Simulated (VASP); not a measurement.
Wanted: the native input for a VASP 6.6.1 run.

* Task: single point
* Functional: PBE
* Potentials or basis: VASP PAW PBE potentials, release 64 (Nb_sv, H)
* Cutoff: 520 eV
* k mesh: 9 × 6 × 1
* Occupations: gaussian, width 0.1 eV
* Spin: no spin polarisation
* Dipole correction: yes
* Further INCAR settings: ALGO = Normal; EDIFF = 1e-06; NBANDS = 34

The structure of Nb4H lies in POSCAR:

```
Nb4H
1.0
    2.9829001615      0.0000000000      0.0000000000
    0.0000000000      4.2184578637      0.0000000000
    0.0000000000      0.0000000000     19.8127690725
Nb H
4 1
Direct
    0.5000000000      0.5000000000      0.2018900026
    0.0000000000      0.0000000000      0.2771672178
    0.5000000000      0.5000000000      0.3569599732
    0.0000000000      0.0000000000      0.4195662425
    0.5000000000      0.4000000000      0.4528783653
```

The input as run:

INCAR

```
SYSTEM = Nb4H
PREC = Accurate
ENCUT = 520
EDIFF = 1E-6
ISMEAR = 0
SIGMA = 0.1
LREAL = .FALSE.
LASPH = .TRUE.
NELM = 100
ALGO = Normal
ISIF = 2
LWAVE = .FALSE.
LCHARG = .FALSE.
LDIPOL = .TRUE.
IDIPOL = 3
DIPOL = 0.5 0.5 0.342
GGA = PE
NBANDS = 34
```

KPOINTS

```
regular mesh
0
G
  9 6 1
  0 0 0
```

Potentials or basis: VASP PAW PBE potentials, release 64 (Nb_sv, H).

The run is started by

```console
$ cat potpaw_PBE.64/Nb_sv/POTCAR potpaw_PBE.64/H/POTCAR > POTCAR
$ mpirun -np 1 vasp_std > vasp.out
```

It gave:

The largest force is 1.139 eV/Å.

Wall time 2.9 min on 1 thread of Intel(R) Xeon(R) 6975P-C (Granite Rapids), with other jobs on the host, peak memory 0.39 GiB.
